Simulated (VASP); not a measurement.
# Ga (I4/mmm) in VASP: further runs

Ga is run at these levels: PBEsol; tasks: single point.

Program: VASP 6.6.1. These are calculated values, not measurements. Logs are shortened: lines on timing, memory, paths and dates and some standing lists are left out, and cuts for length are marked.

## (1) The cell of the first run

It takes space group I4/mmm (No. 139, tetragonal). Conventional cell: a = 2.808 Å, b = 2.808 Å, c = 4.458 Å, α = 90.00°, β = 90.00°, γ = 90.00°. Ga (site symmetry 4/mmm) has 12 Ga at 2.81 to 2.99 Å within 3.7 Å.

## (2) Single point, PBEsol

INCAR reads:

```
ALGO     = Normal         # electronic algorithm
EDIFF    = 1E-6           # SCF threshold, eV
ENCUT    = 500            # plane-wave cutoff, eV
GGA      = PS             # functional
GGA_COMPAT= False        
ISIF     = 2              # what is computed and relaxed
ISMEAR   = -1             # smearing method
LASPH    = True           # aspherical terms in the spheres
LCHARG   = False          # write CHGCAR
LREAL    = False          # projectors in reciprocal space
LWAVE    = False          # write WAVECAR
NBANDS   = 12             # bands
NELM     = 120            # most SCF steps
PREC     = Accurate       # precision mode
SIGMA    = 0.15           # smearing width, eV
```

KPOINTS reads:

```
k-points
0
Gamma
  15 15 15
```

POSCAR reads:

```
Ga
1.0
   -1.4040000000      1.4040000000      2.2290000000
    1.4040000000     -1.4040000000      2.2290000000
    1.4040000000      1.4040000000     -2.2290000000
Ga
1
Direct
    0.0000000000      0.0000000000      0.0000000000
```

Potentials or basis: VASP PAW PBE potentials, release 64 (Ga_d).

Run with:

```sh
$ cat potpaw_PBE.64/Ga_d/POTCAR > POTCAR
$ mpirun -np 1 vasp_std > vasp.out
```

OUTCAR:

```text
EDIFF = 1E-6
   ENCUT = 500
   GGA = PS
   ISIF = 2
   ISMEAR = -1
   LASPH = True
   LREAL = False
   NELM = 120
   PREC = Accurate

 ion  position               nearest neighbor table
   1  0.000  0.000  0.000-

  LATTYP: Found a body centered tetragonal cell.
 ALAT       =     2.8080000000
 C/A-ratio  =     1.5876068376

  Lattice vectors:

 A1 = (  -1.4040000000,   1.4040000000,   2.2290000000)
 A2 = (   1.4040000000,  -1.4040000000,   2.2290000000)
 A3 = (   1.4040000000,   1.4040000000,  -2.2290000000)

Analysis of symmetry for initial positions (statically):
=====================================================================
 Subroutine PRICEL returns:
 Original cell was already a primitive cell.

 Routine SETGRP: Setting up the symmetry group for a
 body centered tetragonal supercell.

 Subroutine GETGRP returns: Found 16 space group operations
 (whereof 16 operations were pure point group operations)
 out of a pool of 16 trial point group operations.

The static configuration has the point symmetry D_4h.

Analysis of symmetry for dynamics (positions and initial velocities):
=====================================================================
 Subroutine PRICEL returns:
 Original cell was already a primitive cell.

 Routine SETGRP: Setting up the symmetry group for a
 body centered tetragonal supercell.

 Subroutine GETGRP returns: Found 16 space group operations
 (whereof 16 operations were pure point group operations)
 out of a pool of 16 trial point group operations.

The dynamic configuration has the point symmetry D_4h.

 Subroutine INISYM returns: Found 16 space group operations
 (whereof 16 operations are pure point group operations),
 and found     1 'primitive' translations

----------------------------------------------------------------------------------------

                                     Primitive cell

  volume of cell :      17.5754

  direct lattice vectors                    reciprocal lattice vectors
    -1.404000000  1.404000000  2.229000000     0.000000000  0.356125356  0.224315837
     1.404000000 -1.404000000  2.229000000     0.356125356  0.000000000  0.224315837
     1.404000000  1.404000000 -2.229000000     0.356125356  0.356125356  0.000000000

  length of vectors
     2.985108541  2.985108541  2.985108541     0.420883433  0.420883433  0.503637309

  position of ions in fractional coordinates (direct lattice)
     0.000000000  0.000000000  0.000000000

  ion indices of the primitive-cell ions
   primitive index   ion index
                 1           1

----------------------------------------------------------------------------------------

 KPOINTS: k-points

Automatic generation of k-mesh.
 Grid dimensions read from file:
 generate k-points for:   15   15   15

 Generating k-lattice:

  Cartesian coordinates                     Fractional coordinates (reciprocal lattice)
     0.000000000  0.023741690  0.014954389     0.066666667  0.000000000 -0.000000000
     0.023741690  0.000000000  0.014954389     0.000000000  0.066666667 -0.000000000
     0.023741690  0.023741690  0.000000000     0.000000000  0.000000000  0.066666667

  Length of vectors
     0.028058896  0.028058896  0.033575821

  Shift w.r.t. Gamma in fractional coordinates (k-lattice)
     0.000000000  0.000000000  0.000000000

 Subroutine IBZKPT returns following result:
 ===========================================

 Found    288 irreducible k-points:

 Following reciprocal coordinates:
            Coordinates               Weight
  0.000000  0.000000  0.000000      1.000000
  0.066667  0.000000 -0.000000      8.000000
  0.133333 -0.000000  0.000000      8.000000
  0.200000  0.000000  0.000000      8.000000
  0.266667 -0.000000  0.000000      8.000000
  0.333333  0.000000 -0.000000      8.000000
[... 16 lines left out ...]
  0.133333  0.133333  0.000000      8.000000
  0.200000  0.133333  0.000000     16.000000
 [... further k-points ...]
   k-points           NKPTS =    288   k-points in BZ     NKDIM =    288   number of bands    NBANDS=     12
   number of dos      NEDOS =    301   number of ions     NIONS =      1
   total plane-waves  NPLWV =  13824
   dimension x,y,z NGX =    24 NGY =   24 NGZ =   24
   dimension x,y,z NGXF=    48 NGYF=   48 NGZF=   48
   ions per type =               1
   NGX,Y,Z   is equivalent  to a cutoff of  13.37, 13.37, 13.37 a.u.
   NGXF,Y,Z  is equivalent  to a cutoff of  26.73, 26.73, 26.73 a.u.
 SYSTEM =  unknown system
   PREC   = accura    normal or accurate (medium, high low for compatibility)
   ISTART =      0    job   : 0-new  1-cont  2-samecut
   ICHARG =      2    charge: 1-file 2-atom 10-const
   ISPIN  =      1    spin polarized calculation?
   LNONCOLLINEAR =      F non collinear calculations
   LSORBIT =      F    spin-orbit coupling
   LASPH  =      T    aspherical Exc in radial PAW
   ENCUT  =  500.0 eV  36.75 Ry    6.06 a.u.   5.44  5.44  5.44*2*pi/ulx,y,z
   NELM   =    120;   NELMIN=  2; NELMDL= -5     # of ELM steps
   EDIFF  = 0.1E-05   stopping-criterion for ELM
   LREAL  =      F    real-space projection
   EDIFFG = 0.1E-04   stopping-criterion for IOM
   NSW    =      0    number of steps for IOM
   IBRION =     -1    ionic relax: 0-MD 1-quasi-New 2-CG
   NFREE  =      0    steps in history (QN), initial steepest desc. (CG)
   ISIF   =      2    stress and relaxation
   ISYM   =      2    0-nonsym 1-usesym 2-fastsym
   POTIM  = 0.5000    time-step for ionic-motion
   TEBEG  =    0.0;   TEEND  =   0.0 temperature during run
   PSTRESS=    0.0 pullay stress
   NELECT =      13.0000    total number of electrons
   NUPDOWN=      -1.0000    fix difference up-down
   EMIN   =  10.00;   EMAX   =-10.00  energy-range for DOS
   EFERMI =   0.00;   METHOD = LEGACY
   ISMEAR =    -1;   SIGMA  =   0.15  broadening in eV -4-tet -1-fermi 0-gaus
   EFERMI_NEDOS =   21; number of points for ismear=-14 and -15
   IALGO  =     38    algorithm
   IMIX   =      4    mixing-type and parameters
     AMIX     =   0.40;   BMIX     =  1.00
     AMIX_MAG =   1.60;   BMIX_MAG =  1.00
  volume/ion in A,a.u.               =      17.58       118.60
  Fermi-wavevector in a.u.,A,eV,Ry     =   1.480544  2.797822 29.824096  2.192009
  Thomas-Fermi vector in A             =   2.594565
   LORBIT       =      0    0 simple, 1 ext, 2 COOP (PROOUT), +10 PAW based schemes
   GGA     = PS    functional components
   LHFCALC =     F    Hartree Fock is set to
   AEXX    =    0.0000 exact exchange contribution
   IVDW    =     0    specifies the selected vdW correction
   LEPSILON=     F    determine dielectric tensor
   LRPA    =     F    only Hartree local field effects (RPA)
 non-spin polarized calculation
  energy-cutoff  :      500.00
  volume of cell :       17.58
 maximum number of plane-waves:       464
 NGX is ok and might be reduce to    24
   NGX = 11   NGY = 11   NGZ = 11

 number of electron      12.9999995 magnetization

 Free energy of the ion-electron system (eV)
  ---------------------------------------------------
  ext. energy  EPLUGINS =         0.00000000
  ---------------------------------------------------
  free energy    TOTEN  =        -3.34620850 eV

  energy without entropy =       -3.31652800  energy(sigma->0) =       -3.33136825

 E-fermi :   6.0708     XC(G=0): -11.5105

 val. band max:        6.0379175023   @ k =   0.4000   0.3333   0.1333
 cond. band min:       6.0974748560   @ k =  -0.2000   0.3333   0.1333
 fundamental gap:      0.0595573536
 Fermi energy:         6.0707749262

 k-point     1 :       0.0000    0.0000    0.0000
  band No.  band energies     occupation
      1      -8.9185      2.00000
      2      -8.7849      2.00000
      3      -8.7849      2.00000
      4      -8.7611      2.00000
      5      -8.6208      2.00000
      6      -5.5320      2.00000
      7      19.0891      0.00000
      8      19.0891      0.00000
      9      19.1309      0.00000
     10      22.5166      0.00000
     11      22.5556      0.00000
     12      23.1850      0.00000

 k-point     2 :       0.0667    0.0000   -0.0000
  band No.  band energies     occupation
      1      -8.9118      2.00000
      2      -8.7875      2.00000
      3      -8.7794      2.00000
      4      -8.7589      2.00000
      5      -8.6242      2.00000
      6      -5.4111      2.00000
      7      17.5756      0.00000
      8      18.7010      0.00000
      9      18.9352      0.00000
     10      21.5838      0.00000
     11      23.1106      0.00000
     12      23.5436      0.00000

 k-point     3 :       0.1333   -0.0000    0.0000
  band No.  band energies     occupation
      1      -8.8971      2.00000
      2      -8.7991      2.00000
      3      -8.7651      2.00000
      4      -8.7453      2.00000
      5      -8.6324      2.00000
      6      -5.0460      2.00000
      7      14.8207      0.00000
      8      17.8351      0.00000
      9      18.6062      0.00000
     10      21.1927      0.00000
     11      22.5909      0.00000
     12      24.4622      0.00000
[... 286 lines left out ...]
 k-point    23 :       0.1333    0.1333    0.0000
  band No.  band energies     occupation
      1      -8.8816      2.00000
      2      -8.7905      2.00000
      3      -8.7704      2.00000
      4      -8.7255      2.00000
      5      -8.6342      2.00000
      6      -4.2753      2.00000
      7      13.5587      0.00000
      8      13.5867      0.00000
      9      17.6680      0.00000
     10      21.8799      0.00000
     11      21.9861      0.00000
     12      24.3572      0.00000

 k-point    24 :       0.2000    0.1333    0.0000
  band No.  band energies     occupation
      1      -8.8689      2.00000
      2      -8.8095      2.00000
      3      -8.7499      2.00000
      4      -8.7124      2.00000
      5      -8.6347      2.00000
      6      -3.5171      2.00000
      7      10.8468      0.00000
      8      13.2499      0.00000
      9      16.6575      0.00000
     10      21.3455      0.00000
     11      22.3182      0.00000
     12      23.9854      0.00000

 [... further k-points ...]

------------------------ aborting loop because EDIFF is reached ----------------------------------------

  FORCE on cell =-STRESS in cart. coord.  units (eV):
  Direction    XX          YY          ZZ          XY          YZ          ZX
  --------------------------------------------------------------------------------------
  -------------------------------------------------------------------------------------
  Total        0.0981253      0.0981253      0.0225151      0.0000000     -0.0000000      0.0000000
  in kB        8.9451401      8.9451401      2.0524859      0.0000000     -0.0000000      0.0000000
  external PRESSURE =       6.6475887 kB  Pullay stress =       0.0000000 kB

 VOLUME and BASIS-vectors are now :
 -----------------------------------------------------------------------------
  energy-cutoff  :      500.00
  volume of cell :       17.58
      direct lattice vectors                 reciprocal lattice vectors
    -1.404000000  1.404000000  2.229000000     0.000000000  0.356125356  0.224315837
     1.404000000 -1.404000000  2.229000000     0.356125356  0.000000000  0.224315837
     1.404000000  1.404000000 -2.229000000     0.356125356  0.356125356  0.000000000

 POSITION                                       TOTAL-FORCE (eV/Angst)
 -----------------------------------------------------------------------------------
      0.00000      0.00000      0.00000        -0.000000      0.000000      0.000000
 -----------------------------------------------------------------------------------
    total drift:                               -0.000000      0.000000     -0.000000

  FREE ENERGIE OF THE ION-ELECTRON SYSTEM (eV)
  ---------------------------------------------------
  free  energy   TOTEN  =        -3.3462084999 eV

  energy  without entropy=       -3.3165280034  energy(sigma->0) =       -3.33136825
```

It took 48 s on 1 thread of Intel Xeon Platinum 8259CL at 2.50GHz (Skylake/Cascade Lake), shared host; peak memory 0.18 GiB.

What came out:

```
Free energy            : -3.3462 eV
Pressure               : 0.7 GPa
Band gap on the k mesh : zero (an odd number of electrons rules out a gap without spin polarisation)
```

Levels at points of the mesh, in eV from the Fermi level:
```
           k point  band 4  band 5  band 6  band 7  band 8  band 9
(0.00, 0.00, 0.00)  -14.83  -14.69  -11.60   13.02   13.02   13.06
```

Caveat: the PAW data sets were made with another functional, which shifts forces and pressure a little.

## (3) Single point, PBEsol

INCAR reads:

```
SYSTEM = Ga
  PREC = Accurate
  ENCUT = 500
  EDIFF = 1E-6
  ISMEAR = -1
  SIGMA = 0.15
  LREAL = .FALSE.
  LASPH = .TRUE.
  NELM = 120
  ALGO = Normal
  ISIF = 2
  LWAVE = .FALSE.
  LCHARG = .FALSE.
  GGA = PS
  NBANDS = 12
  GGA_COMPAT = .FALSE.
```

KPOINTS reads:

```
regular mesh
0
G
  15 15 15
  0 0 0
```

POSCAR is that of step 2.

Potentials or basis: VASP PAW PBE potentials, release 64 (Ga_d).

Run with:

```sh
$ cat potpaw_PBE.64/Ga_d/POTCAR > POTCAR
$ mpirun -np 1 vasp_std > vasp.out
```

It took 39 s on 1 thread of Intel Xeon Platinum 8259CL at 2.50GHz (Skylake/Cascade Lake), shared host; peak memory 0.18 GiB.

The run converged. Its results:

```
Free energy            : -3.3462 eV
Pressure               : 0.7 GPa
Band gap on the k mesh : zero (an odd number of electrons rules out a gap without spin polarisation)
```

Stress tensor (GPa, compression positive):
```
0.89 0.00 0.00
0.00 0.89 0.00
0.00 0.00 0.21
```

Levels at points of the mesh, in eV from the Fermi level:
| k point | band 2 | band 3 | band 4 | band 5 | band 6 | band 7 | band 8 | band 9 | band 10 | band 11 |
| --- | --- | --- | --- | --- | --- | --- | --- | --- | --- | --- |
| (0.00, 0.00, 0.00) | -14.86 | -14.86 | -14.83 | -14.69 | -11.60 | 13.02 | 13.02 | 13.06 | 16.45 | 16.48 |

Caveat: the PAW data sets were made with another functional, which shifts forces and pressure a little.

The gap in the log of VASP goes by the Fermi energy; the results here count the filled bands.